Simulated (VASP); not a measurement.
# ZnS (F-43m) in VASP: a series of runs

The runs below take ZnS through single point, with PBE.

All numbers are computed with VASP 6.6.1; they aren't measurements. Logs are shortened: lines on timing, memory, paths and dates and some standing lists are left out, and cuts for length are marked.

### 1 The cell of the first run

Symmetry: F-43m, No. 216, cubic system. Conventional cell: a = 5.480 Å, b = 5.480 Å, c = 5.480 Å, α = 90.00°, β = 90.00°, γ = 90.00°. Zn (site symmetry -43m) has 4 S at 2.37 Å within 3.1 Å. Within 3.1 Å of S (site symmetry -43m) lie 4 Zn at 2.37 Å.

### 2 Single point, PBE

Input file INCAR:

```
PREC     = Accurate       # precision mode
ENCUT    = 500            # plane-wave cutoff, eV
EDIFF    = 1E-6           # SCF threshold, eV
ISMEAR   = 0              # smearing method
SIGMA    = 0.01           # smearing width, eV
LREAL    = False          # projectors in reciprocal space
LASPH    = True           # aspherical terms in the spheres
NELM     = 120            # most SCF steps
ALGO     = Normal         # electronic algorithm
ISIF     = 2              # what is computed and relaxed
LWAVE    = False          # write WAVECAR
LCHARG   = False          # write CHGCAR
GGA      = PE             # functional
NBANDS   = 16             # bands
GGA_COMPAT= False
```

Input file KPOINTS:

```
Automatic mesh
0
Gamma
  3 3 3
```

Input file POSCAR:

```
ZnS
1.0
    0.0000000000      2.7400896076      2.7400896076
    2.7400896076      0.0000000000      2.7400896076
    2.7400896076      2.7400896076      0.0000000000
Zn S
1 1
Direct
    0.0000000000      0.0000000000      0.0000000000
    0.2500000000      0.2500000000      0.2500000000
```

Potentials or basis: VASP PAW PBE potentials, release 64 (Zn, S).

Run with:

```
cat potpaw_PBE.64/Zn/POTCAR potpaw_PBE.64/S/POTCAR > POTCAR
mpirun -np 1 vasp_std > vasp.out
```

OUTCAR:

```text
PREC = Accurate
   ENCUT = 500
   EDIFF = 1E-6
   ISMEAR = 0
   LREAL = False
   LASPH = True
   NELM = 120
   ISIF = 2
   GGA = PE

 ion  position               nearest neighbor table
   1  0.000  0.000  0.000-   2 2.37   2 2.37   2 2.37   2 2.37
   2  0.250  0.250  0.250-   1 2.37   1 2.37   1 2.37   1 2.37

  LATTYP: Found a face centered cubic cell.
 ALAT       =     5.4801792152

  Lattice vectors:

 A1 = (   0.0000000000,   2.7400896076,   2.7400896076)
 A2 = (   2.7400896076,   0.0000000000,   2.7400896076)
 A3 = (   2.7400896076,   2.7400896076,   0.0000000000)

Analysis of symmetry for initial positions (statically):
=====================================================================
 Subroutine PRICEL returns:
 Original cell was already a primitive cell.

 Routine SETGRP: Setting up the symmetry group for a
 face centered cubic supercell.

 Subroutine GETGRP returns: Found 24 space group operations
 (whereof 24 operations were pure point group operations)
 out of a pool of 48 trial point group operations.

The static configuration has the point symmetry T_d .

Analysis of symmetry for dynamics (positions and initial velocities):
=====================================================================
 Subroutine PRICEL returns:
 Original cell was already a primitive cell.

 Routine SETGRP: Setting up the symmetry group for a
 face centered cubic supercell.

 Subroutine GETGRP returns: Found 24 space group operations
 (whereof 24 operations were pure point group operations)
 out of a pool of 48 trial point group operations.

The dynamic configuration has the point symmetry T_d .

 Subroutine INISYM returns: Found 24 space group operations
 (whereof 24 operations are pure point group operations),
 and found     1 'primitive' translations

----------------------------------------------------------------------------------------

                                     Primitive cell

  volume of cell :      41.1457

  direct lattice vectors                    reciprocal lattice vectors
     0.000000000  2.740089608  2.740089608    -0.182475784  0.182475784  0.182475784
     2.740089608  0.000000000  2.740089608     0.182475784 -0.182475784  0.182475784
     2.740089608  2.740089608  0.000000000     0.182475784  0.182475784 -0.182475784

  length of vectors
     3.875071885  3.875071885  3.875071885     0.316057329  0.316057329  0.316057329

  position of ions in fractional coordinates (direct lattice)
     0.000000000  0.000000000  0.000000000
     0.250000000  0.250000000  0.250000000

  ion indices of the primitive-cell ions
   primitive index   ion index
                 1           1
                 2           2

----------------------------------------------------------------------------------------

 KPOINTS: Automatic mesh

Automatic generation of k-mesh.
 Grid dimensions read from file:
 generate k-points for:    3    3    3

 Generating k-lattice:

  Cartesian coordinates                     Fractional coordinates (reciprocal lattice)
    -0.060825261  0.060825261  0.060825261     0.333333333  0.000000000  0.000000000
     0.060825261 -0.060825261  0.060825261     0.000000000  0.333333333  0.000000000
     0.060825261  0.060825261 -0.060825261     0.000000000  0.000000000  0.333333333

  Length of vectors
     0.105352443  0.105352443  0.105352443

  Shift w.r.t. Gamma in fractional coordinates (k-lattice)
     0.000000000  0.000000000  0.000000000

 Subroutine IBZKPT returns following result:
 ===========================================

 Found      4 irreducible k-points:

 Following reciprocal coordinates:
            Coordinates               Weight
  0.000000  0.000000  0.000000      1.000000
  0.333333  0.000000  0.000000      8.000000
  0.333333  0.333333  0.000000      6.000000
 -0.333333  0.333333  0.000000     12.000000
   k-points           NKPTS =      4   k-points in BZ     NKDIM =      4   number of bands    NBANDS=     16
   number of dos      NEDOS =    301   number of ions     NIONS =      2
   total plane-waves  NPLWV =  21952
   dimension x,y,z NGX =    28 NGY =   28 NGZ =   28
   dimension x,y,z NGXF=    56 NGYF=   56 NGZF=   56
   ions per type =               1   1
   NGX,Y,Z   is equivalent  to a cutoff of  12.01, 12.01, 12.01 a.u.
   NGXF,Y,Z  is equivalent  to a cutoff of  24.02, 24.02, 24.02 a.u.
 SYSTEM =  unknown system
   PREC   = accura    normal or accurate (medium, high low for compatibility)
   ISTART =      0    job   : 0-new  1-cont  2-samecut
   ICHARG =      2    charge: 1-file 2-atom 10-const
   ISPIN  =      1    spin polarized calculation?
   LNONCOLLINEAR =      F non collinear calculations
   LSORBIT =      F    spin-orbit coupling
   LASPH  =      T    aspherical Exc in radial PAW
   ENCUT  =  500.0 eV  36.75 Ry    6.06 a.u.   7.07  7.07  7.07*2*pi/ulx,y,z
   NELM   =    120;   NELMIN=  2; NELMDL= -5     # of ELM steps
   EDIFF  = 0.1E-05   stopping-criterion for ELM
   LREAL  =      F    real-space projection
[... 7 lines left out ...]
   TEBEG  =    0.0;   TEEND  =   0.0 temperature during run
   PSTRESS=    0.0 pullay stress
   NELECT =      18.0000    total number of electrons
   NUPDOWN=      -1.0000    fix difference up-down
   EMIN   =  10.00;   EMAX   =-10.00  energy-range for DOS
   EFERMI =   0.00;   METHOD = LEGACY
   ISMEAR =     0;   SIGMA  =   0.01  broadening in eV -4-tet -1-fermi 0-gaus
   EFERMI_NEDOS =   21; number of points for ismear=-14 and -15
   IALGO  =     38    algorithm
   IMIX   =      4    mixing-type and parameters
     AMIX     =   0.40;   BMIX     =  1.00
     AMIX_MAG =   1.60;   BMIX_MAG =  1.00
  volume/ion in A,a.u.               =      20.57       138.83
  Fermi-wavevector in a.u.,A,eV,Ry     =   1.242770  2.348496 21.013903  1.544478
  Thomas-Fermi vector in A             =   2.377110
   LORBIT       =      0    0 simple, 1 ext, 2 COOP (PROOUT), +10 PAW based schemes
   GGA     = PE    functional components
   LHFCALC =     F    Hartree Fock is set to
   AEXX    =    0.0000 exact exchange contribution
   IVDW    =     0    specifies the selected vdW correction
   LEPSILON=     F    determine dielectric tensor
   LRPA    =     F    only Hartree local field effects (RPA)
 non-spin polarized calculation
 Gauss-broadening in eV      SIGMA  =   0.01
  energy-cutoff  :      500.00
  volume of cell :       41.15
 maximum number of plane-waves:      1044
   NGX = 15   NGY = 15   NGZ = 15

 number of electron      17.9999987 magnetization

 Free energy of the ion-electron system (eV)
  ---------------------------------------------------
  ext. energy  EPLUGINS =         0.00000000
  ---------------------------------------------------
  free energy    TOTEN  =        -6.64317640 eV

  energy without entropy =       -6.64317640  energy(sigma->0) =       -6.64317640

 E-fermi :   1.9246     XC(G=0):  -9.3962

 val. band max:        1.8123834328   @ k =   0.0000   0.0000   0.0000
 cond. band min:       3.7095761449   @ k =   0.0000   0.0000   0.0000
 fundamental gap:      1.8971927121
 Fermi energy:         1.9246061433

 k-point     1 :       0.0000    0.0000    0.0000
  band No.  band energies     occupation
      1     -11.0388      2.00000
      2      -4.4508      2.00000
      3      -4.4508      2.00000
      4      -4.4508      2.00000
      5      -4.0114      2.00000
      6      -4.0114      2.00000
[... 8 lines left out ...]
     15      13.4810      0.00000
     16      13.4810      0.00000

 k-point     2 :       0.3333    0.0000    0.0000
  band No.  band energies     occupation
      1     -10.4220      2.00000
      2      -4.3660      2.00000
      3      -4.3660      2.00000
      4      -4.2709      2.00000
      5      -4.0005      2.00000
      6      -4.0005      2.00000
[... 8 lines left out ...]
     15      13.2917      0.00000
     16      13.5156      0.00000

 k-point     3 :       0.3333    0.3333    0.0000
  band No.  band energies     occupation
      1     -10.2153      2.00000
      2      -4.4635      2.00000
      3      -4.2377      2.00000
      4      -4.2377      2.00000
      5      -4.0144      2.00000
      6      -3.9613      2.00000
[... 8 lines left out ...]
     15      14.7557      0.00000
     16      18.5186      0.00000

 k-point     4 :      -0.3333    0.3333    0.0000
  band No.  band energies     occupation
      1      -9.9602      2.00000
      2      -4.3413      2.00000
      3      -4.2331      2.00000
      4      -4.0609      2.00000
      5      -3.9974      2.00000
      6      -3.7391      2.00000
[... 8 lines left out ...]
     15      13.4026      0.00000
     16      17.9855      0.00000

------------------------ aborting loop because EDIFF is reached ----------------------------------------

  FORCE on cell =-STRESS in cart. coord.  units (eV):
  Direction    XX          YY          ZZ          XY          YZ          ZX
  --------------------------------------------------------------------------------------
  -------------------------------------------------------------------------------------
  Total       -0.0214860     -0.0214860     -0.0214860      0.0000000      0.0000000     -0.0000000
  in kB       -0.8366459     -0.8366459     -0.8366459      0.0000000      0.0000000     -0.0000000
  external PRESSURE =      -0.8366459 kB  Pullay stress =       0.0000000 kB

 VOLUME and BASIS-vectors are now :
 -----------------------------------------------------------------------------
  energy-cutoff  :      500.00
  volume of cell :       41.15
      direct lattice vectors                 reciprocal lattice vectors
     0.000000000  2.740089608  2.740089608    -0.182475784  0.182475784  0.182475784
     2.740089608  0.000000000  2.740089608     0.182475784 -0.182475784  0.182475784
     2.740089608  2.740089608  0.000000000     0.182475784  0.182475784 -0.182475784

 POSITION                                       TOTAL-FORCE (eV/Angst)
 -----------------------------------------------------------------------------------
      0.00000      0.00000      0.00000         0.000000      0.000000      0.000000
      1.37004      1.37004      1.37004        -0.000000     -0.000000     -0.000000
 -----------------------------------------------------------------------------------
    total drift:                                0.000000      0.000000      0.000000

  FREE ENERGIE OF THE ION-ELECTRON SYSTEM (eV)
  ---------------------------------------------------
  free  energy   TOTEN  =        -6.6431763963 eV

  energy  without entropy=       -6.6431763963  energy(sigma->0) =       -6.64317640
```

Wall time 9.1 s (1 thread of Intel Xeon 8259CL, shared host); peak memory 0.15 GiB.

Results:

| Item | Value |
| --- | --- |
| Free energy | -6.6432 eV |
| Pressure | -0.1 GPa |
| Band gap on the k mesh | 1.90 eV, direct |

Levels at points of the mesh, in eV from the valence-band top:
```
           k point  band 6  band 7  band 8  band 9  band 10  band 11  band 12  band 13
(0.00, 0.00, 0.00)   -5.82    0.00    0.00    0.00     1.90     6.36     6.36     6.36
```

Caveat: the k points lie up to 0.66 Å⁻¹ apart. PBE gaps usually lie below the measured ones, often by a third to a half.

### 3 Single point, PBE

Input file INCAR:

```
SYSTEM = ZnS
PREC = Accurate
ENCUT = 500
EDIFF = 1E-6
ISMEAR = 0
SIGMA = 0.01
LREAL = .FALSE.
LASPH = .TRUE.
NELM = 120
ALGO = Normal
ISIF = 2
LWAVE = .FALSE.
LCHARG = .TRUE.
GGA = PE
LELF = .TRUE.
LVHAR = .TRUE.
NBANDS = 16
GGA_COMPAT = .FALSE.
```

Input file KPOINTS:

```
Automatic mesh
0
G
  3 3 3
  0 0 0
```

POSCAR is that of step 2.

Potentials or basis: VASP PAW PBE potentials, release 64 (Zn, S).

Run with:

```
cat potpaw_PBE.64/Zn/POTCAR potpaw_PBE.64/S/POTCAR > POTCAR
mpirun -np 1 vasp_std > vasp.out
```

OUTCAR:

```text
SYSTEM = ZnS
   PREC = Accurate
   ENCUT = 500
   EDIFF = 1E-6
   ISMEAR = 0
   LREAL = .FALSE.
   LASPH = .TRUE.
   NELM = 120
   ISIF = 2
   GGA = PE

 ion  position               nearest neighbor table
   1  0.000  0.000  0.000-   2 2.37   2 2.37   2 2.37   2 2.37
   2  0.250  0.250  0.250-   1 2.37   1 2.37   1 2.37   1 2.37

  LATTYP: Found a face centered cubic cell.
 ALAT       =     5.4801792152

  Lattice vectors:

 A1 = (   0.0000000000,   2.7400896076,   2.7400896076)
 A2 = (   2.7400896076,   0.0000000000,   2.7400896076)
 A3 = (   2.7400896076,   2.7400896076,   0.0000000000)

Analysis of symmetry for initial positions (statically):
=====================================================================
 Subroutine PRICEL returns:
 Original cell was already a primitive cell.

 Routine SETGRP: Setting up the symmetry group for a
 face centered cubic supercell.

 Subroutine GETGRP returns: Found 24 space group operations
 (whereof 24 operations were pure point group operations)
 out of a pool of 48 trial point group operations.

The static configuration has the point symmetry T_d .

[... 136 lines left out ...]

  energy without entropy =       -6.64317640  energy(sigma->0) =       -6.64317640

 E-fermi :   1.9246     XC(G=0):  -9.3962

 val. band max:        1.8123834328   @ k =   0.0000   0.0000   0.0000
 cond. band min:       3.7095761449   @ k =   0.0000   0.0000   0.0000
 fundamental gap:      1.8971927121
 Fermi energy:         1.9246061433

 k-point     1 :       0.0000    0.0000    0.0000
  band No.  band energies     occupation
      1     -11.0388      2.00000
      2      -4.4508      2.00000
      3      -4.4508      2.00000
      4      -4.4508      2.00000
      5      -4.0114      2.00000
      6      -4.0114      2.00000
[... 53 lines left out ...]
      3      -4.2331      2.00000
      4      -4.0609      2.00000
      5      -3.9974      2.00000
      6      -3.7391      2.00000
[... 8 lines left out ...]
     15      13.4026      0.00000
     16      17.9855      0.00000

------------------------ aborting loop because EDIFF is reached ----------------------------------------

  FORCE on cell =-STRESS in cart. coord.  units (eV):
  Direction    XX          YY          ZZ          XY          YZ          ZX
  --------------------------------------------------------------------------------------
  -------------------------------------------------------------------------------------
  Total       -0.0214860     -0.0214860     -0.0214860      0.0000000      0.0000000     -0.0000000
  in kB       -0.8366459     -0.8366459     -0.8366459      0.0000000      0.0000000     -0.0000000
  external PRESSURE =      -0.8366459 kB  Pullay stress =       0.0000000 kB

 VOLUME and BASIS-vectors are now :
 -----------------------------------------------------------------------------
  energy-cutoff  :      500.00
  volume of cell :       41.15
      direct lattice vectors                 reciprocal lattice vectors
     0.000000000  2.740089608  2.740089608    -0.182475784  0.182475784  0.182475784
     2.740089608  0.000000000  2.740089608     0.182475784 -0.182475784  0.182475784
     2.740089608  2.740089608  0.000000000     0.182475784  0.182475784 -0.182475784

 POSITION                                       TOTAL-FORCE (eV/Angst)
 -----------------------------------------------------------------------------------
      0.00000      0.00000      0.00000         0.000000      0.000000      0.000000
      1.37004      1.37004      1.37004        -0.000000     -0.000000     -0.000000
 -----------------------------------------------------------------------------------
    total drift:                                0.000000      0.000000      0.000000

  FREE ENERGIE OF THE ION-ELECTRON SYSTEM (eV)
  ---------------------------------------------------
  free  energy   TOTEN  =        -6.6431763963 eV

  energy  without entropy=       -6.6431763963  energy(sigma->0) =       -6.64317640
```

Wall time 13 s (1 thread of Intel Xeon 8259CL, shared host); peak memory 0.15 GiB.

What came out:

- Free energy: -6.6432 eV
- Pressure: -0.1 GPa
- Band gap on the k mesh: 1.90 eV, direct

Caveat: the k points lie up to 0.66 Å⁻¹ apart. PBE gaps usually lie below the measured ones, often by a third to a half.
